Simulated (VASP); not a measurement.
SiF5, 12 atoms in the cell. The typed cell holds 12 atoms: a = 4.988 Å, b = 7.796 Å, c = 7.828 Å, α = 61.03°, β = 89.43°, γ = 89.92°. 

| Item | Value |
| --- | --- |
| Program | VASP 6.6.1 |
| Task | single point |
| Functional | PBE |
| Potentials or basis | VASP PAW PBE potentials, release 64 (Si, F) |
| Cutoff | 520 eV |
| k mesh | 6 × 4 × 4 |
| Occupations | gaussian, width 0.02 eV |
| Spin | no spin polarisation |
| Dipole correction | no |
| Further INCAR settings | ALGO = Normal; EDIFF = 1e-07; NBANDS = 51 |

Potentials or basis: VASP PAW PBE potentials, release 64 (Si, F).

Command:

```console
$ cat potpaw_PBE.64/Si/POTCAR potpaw_PBE.64/F/POTCAR > POTCAR
$ mpirun -np 1 vasp_std > vasp.out
```

Hardware: 1 thread of Intel(R) Xeon(R) 6975P-C (Granite Rapids), on a shared host.

Question: Estimate the wall time of this run.

Answer: Run time: 5.6 min on 1 thread of Intel(R) Xeon(R) 6975P-C (Granite Rapids), with other jobs on the host, peak memory 0.7 GiB. Counts: scf iterations 16, k points 52.
